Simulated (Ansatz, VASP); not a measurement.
**One calculation of BaTa3, two programs**

```xyz
8
Lattice="7.0318 0.0000 0.0000 -3.5159 6.0897 0.0000 0.0000 0.0000 5.0509" Properties=species:S:1:pos:R:3 pbc="T T T"
Ba    0.0000    4.0598    1.2627
Ba    3.5159    2.0299    3.7882
Ta    3.5159    4.5421    1.2627
Ta   -2.1757    5.3159    3.7882
Ta    1.3402    0.7738    1.2627
Ta    0.0000    1.5476    3.7882
Ta    5.6915    0.7738    1.2627
Ta    2.1757    5.3159    3.7882
```

Alike in both runs: functional PBE; k mesh 3 × 3 × 4; occupations gaussian, width 0.1 eV; no spin polarisation.

Ansatz relaxed the structure, and its values are those at the end. VASP's run is a single point on that final structure, the one shown.

|  | VASP | Ansatz |
| --- | --- | --- |
| version | VASP 6.6.1 | Ansatz 0.2.0 |
| potentials or method | VASP PAW PBE potentials, release 64 (Ba_sv, Ta_sv_GW), cutoff 500 eV | scalar-relativistic, plane waves, PAW |
| valence electrons in the cell | 98 | 98 |

Ansatz gave:

| Property | Result |
| --- | --- |
| gap on the k mesh at the Fermi level (eV) | none |
| pressure (GPa) | 0.2 |
| rms of the force components (eV/Å) | 0.013 |

Problem. Estimate VASP's values.

Solution. gap on the k mesh at the Fermi level (eV): none; pressure (GPa): 0.0; rms of the force components (eV/Å): 0.013.

A gap of «none» marks a metal or a gap that the smearing closes.

Spin-orbit coupling is off throughout.
